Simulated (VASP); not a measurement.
# LiH3 (P4/mmm) in VASP: vibrations by perturbation theory with PBE

Aim: the vibrations by perturbation theory of LiH3 with PBE.

All numbers are computed with VASP 6.6.1; they aren't measurements. Logs are shortened: lines on timing, memory, paths and dates and some standing lists are left out, and cuts for length are marked.

## (1) The cell of the first run

Symmetry: P4/mmm, No. 123, tetragonal system. The conventional cell has a = 2.735 Å, b = 2.735 Å, c = 6.216 Å, α = 90.00°, β = 90.00°, γ = 90.00°. Li (site symmetry 4/mmm) has 4 H at 1.93 Å within 2.6 Å. H (site symmetry 4mm) has 1 H at 0.75 Å within 1.0 Å. Within 2.6 Å of H (site symmetry 4/mmm) lie 4 Li at 1.93 Å.

## (2) Vibrations by perturbation theory, PBE

Contents of INCAR:

```
SYSTEM = LiH3
PREC = Accurate ; ENCUT = 520
EDIFF = 1E-8 ; ISMEAR = 0
SIGMA = 0.01 ; LREAL = .FALSE.
LASPH = .TRUE. ; NELM = 60
ALGO = Normal ; ISIF = 2
LWAVE = .FALSE. ; LCHARG = .FALSE.
GGA = PE ; IBRION = 8
NSW = 1 ; LEPSILON = .TRUE.
```

Contents of KPOINTS:

```
Automatic mesh
0
G
  12 12 6
  0 0 0
```

Contents of POSCAR:

```
LiH3
1.0
    2.7353267335      0.0000000000      0.0000000000
    0.0000000000      2.7353267335      0.0000000000
    0.0000000000      0.0000000000      6.2157111147
Li H
1 3
Direct
    0.0000000000      0.0000000000      0.5000000000
    0.5000000000      0.5000000000      0.0603668976
    0.5000000000      0.5000000000      0.9396331024
    0.5000000000      0.5000000000      0.5000000000
```

Potentials or basis: VASP PAW PBE potentials, release 64 (Li_sv, H).

Command:

```console
> cat potpaw_PBE.64/Li_sv/POTCAR potpaw_PBE.64/H/POTCAR > POTCAR
> mpirun -np 1 vasp_std > vasp.out
```

OUTCAR:

```text
SYSTEM = LiH3
   PREC = Accurate
   ENCUT = 520
   EDIFF = 1E-8
   ISMEAR = 0
   LREAL = .FALSE.
   LASPH = .TRUE.
   NELM = 60
   ISIF = 2
   GGA = PE
   IBRION = 8
   NSW = 1
   LEPSILON = .TRUE.

 ion  position               nearest neighbor table
   1  0.000  0.000  0.500-
   2  0.500  0.500  0.060-   3 0.75
   3  0.500  0.500  0.940-   2 0.75
   4  0.500  0.500  0.500-

  LATTYP: Found a simple tetragonal cell.
 ALAT       =     2.7353267335
 C/A-ratio  =     2.2723834190

  Lattice vectors:

 A1 = (   2.7353267335,   0.0000000000,   0.0000000000)
 A2 = (   0.0000000000,   2.7353267335,   0.0000000000)
 A3 = (   0.0000000000,   0.0000000000,   6.2157111147)

Analysis of symmetry for initial positions (statically):
=====================================================================
 Subroutine PRICEL returns:
 Original cell was already a primitive cell.

 Routine SETGRP: Setting up the symmetry group for a
 simple tetragonal supercell.

 Subroutine GETGRP returns: Found 16 space group operations
 (whereof 16 operations were pure point group operations)
 out of a pool of 16 trial point group operations.

The static configuration has the point symmetry D_4h.

Analysis of symmetry for dynamics (positions and initial velocities):
=====================================================================
 Subroutine PRICEL returns:
 Original cell was already a primitive cell.

 Routine SETGRP: Setting up the symmetry group for a
 simple tetragonal supercell.

 Subroutine GETGRP returns: Found 16 space group operations
 (whereof 16 operations were pure point group operations)
 out of a pool of 16 trial point group operations.

The dynamic configuration has the point symmetry D_4h.
[... 509 lines left out ...]
 ---------------------------------------------------------------------------------
 ion    1
    1     0.99415     0.00000     0.00000
    2     0.00000     0.99415     0.00000
    3     0.00000     0.00000     0.57765
 ion    2
    1    -0.01004     0.00000     0.00000
    2    -0.00000    -0.01004     0.00000
    3    -0.00000     0.00000     0.01795
 ion    3
    1    -0.01004     0.00000     0.00000
    2    -0.00000    -0.01004     0.00000
    3    -0.00000     0.00000     0.01795
 ion    4
    1    -0.97407     0.00000     0.00000
    2     0.00000    -0.97407     0.00000
    3     0.00000     0.00000    -0.61354

 INTERNAL STRAIN TENSOR FOR ION    4 for displacements in x,y,z  (eV/Angst):
          X           Y           Z          XY          YZ          ZX
  --------------------------------------------------------------------------------
  x     0.00000     0.00000     0.00000     0.00000     0.00000     0.00000
  y     0.00000     0.00000     0.00000     0.00000     0.00000     0.00000
  z     0.00000     0.00000     0.00000     0.00000     0.00000     0.00000

 SECOND DERIVATIVES (NOT SYMMETRIZED)
 ------------------------------------
               1X          1Y          1Z          2X          2Y          2Z          3X          3Y          3Z          4X          4Y          4Z
  1X    -1.813939   -0.000000    0.000000    0.021308    0.000000    0.000000    0.021308    0.000000    0.000000    1.771322   -0.000000    0.000000
  1Y     0.000000   -1.813939    0.000000   -0.000000    0.021308    0.000000   -0.000000    0.021308    0.000000    0.000000    1.771322    0.000000
  1Z     0.000000    0.000000   -1.561055   -0.000000    0.000000    0.026913    0.000000   -0.000000    0.026913    0.000000    0.000000    1.507228
  2X     0.004792    0.000000    0.000000   -0.092516    0.000000    0.000000    0.084489    0.000000    0.000000    0.003235    0.000000    0.000000
  2Y     0.000000    0.004792    0.000000    0.000000   -0.092516    0.000000    0.000000    0.084489    0.000000    0.000000    0.003235    0.000000
  2Z     0.000000    0.000000    0.010256    0.000000    0.000000  -34.184677   -0.000000    0.000000   34.126127    0.000000    0.000000    0.048294
  3X     0.004792    0.000000    0.000000    0.084489    0.000000    0.000000   -0.092516    0.000000    0.000000    0.003235    0.000000    0.000000
  3Y     0.000000    0.004792    0.000000    0.000000    0.084489    0.000000    0.000000   -0.092516    0.000000    0.000000    0.003235    0.000000
  3Z     0.000000    0.000000    0.010256   -0.000000    0.000000   34.126127    0.000000    0.000000  -34.184677    0.000000    0.000000    0.048294
  4X     1.755410    0.000000    0.000000    0.003979   -0.000000    0.000000    0.003979   -0.000000    0.000000   -1.763368    0.000000    0.000000
  4Y     0.000000    1.755410    0.000000    0.000000    0.003979    0.000000    0.000000    0.003979    0.000000    0.000000   -1.763368    0.000000
  4Z     0.000000    0.000000    1.490316   -0.000000    0.000000    0.047097   -0.000000    0.000000    0.047097    0.000000   -0.000000   -1.584510

 Eigenvectors and eigenvalues of the dynamical matrix
 ----------------------------------------------------

   1 f  =  129.209791 THz   811.849058 2PiTHz 4309.974690 cm-1   534.368516 meV
             X         Y         Z           dx          dy          dz
      0.000000  0.000000  3.107856     0.000000   -0.000000   -0.000000
      1.367663  1.367663  0.375223    -0.000000    0.000000    0.707107
      1.367663  1.367663  5.840488    -0.000000    0.000000   -0.707107
      1.367663  1.367663  3.107856    -0.000000   -0.000000    0.000000
[... 71 lines left out ...]
  12 f/i=    0.542074 THz     3.405951 2PiTHz   18.081643 cm-1     2.241837 meV
             X         Y         Z           dx          dy          dz
      0.000000  0.000000  3.107856    -0.218319    0.658704   -0.000000
      1.367663  1.367663  0.375223    -0.149037    0.449667   -0.000000
      1.367663  1.367663  5.840488    -0.149037    0.449667   -0.000000
      1.367663  1.367663  3.107856    -0.083011    0.250458   -0.000000

--------------------------------------------------------------------------------------------------------

 MACROSCOPIC STATIC DIELECTRIC TENSOR IONIC CONTRIBUTION
 ------------------------------------------------------
           2.130957    -0.000000     0.000000
          -0.000000     2.130957     0.000000
           0.000000     0.000000     0.921902
 ------------------------------------------------------

 ELASTIC MODULI CONTR FROM IONIC RELAXATION (kBar)
 Direction    XX          YY          ZZ          XY          YZ          ZX
 --------------------------------------------------------------------------------
 XX          -0.3126     -0.3126     14.7725      0.0000     -0.0000      0.0000
 YY          -0.3126     -0.3126     14.7725      0.0000     -0.0000      0.0000
 ZZ          14.7725     14.7725   -698.1680      0.0000      0.0000     -0.0000
 XY           0.0000      0.0000      0.0000      0.0000      0.0000      0.0000
 YZ          -0.0000     -0.0000      0.0000      0.0000    -10.4612      0.0000
 ZX           0.0000      0.0000     -0.0000      0.0000      0.0000    -10.2126
 --------------------------------------------------------------------------------

 PIEZOELECTRIC TENSOR IONIC CONTR  for field in x, y, z        (C/m^2)
          XX          YY          ZZ          XY          YZ          ZX
  --------------------------------------------------------------------------------
  x     0.00000     0.00000    -0.00000     0.00000     0.00000    -0.00000
  y     0.00000     0.00000    -0.00000     0.00000    -0.00000    -0.00000
  z     0.00000     0.00000     0.00000     0.00000    -0.00000     0.00000
```

Wall time 5.9 min (1 thread of Intel Xeon 6975P-C (Granite Rapids), shared host); peak memory 0.34 GiB.

Results:

```yaml
Electronic_dielectric_tensor_diagonal: 2.21
Born_charges_mean_of_the_diagonal: Li +0.86; H -0.00, -0.85 (each value once) e
Highest_phonon_frequency_at_Γ: 4310 cm⁻¹
```

Phonon frequencies in cm⁻¹ (negative: imaginary):
```
              q point                                    frequencies
(0.000, 0.000, 0.000)  -18 -18 -8 65 65 143 219 219 698 740 740 4310
```

Electronic dielectric tensor:
```
2.21 0.00 0.00
0.00 2.21 0.00
0.00 0.00 2.21
```

Born effective charge tensors (e):
atom 1, Li
```
0.99 0.00 0.00
0.00 0.99 0.00
0.00 0.00 0.58
```
atom 2, H
```
-0.01  0.00  0.00
 0.00 -0.01  0.00
 0.00  0.00  0.02
```
atom 3, H
```
-0.01  0.00  0.00
 0.00 -0.01  0.00
 0.00  0.00  0.02
```
atom 4, H
```
-0.97  0.00  0.00
 0.00 -0.97  0.00
 0.00  0.00 -0.61
```

Caveat: some modes are imaginary.
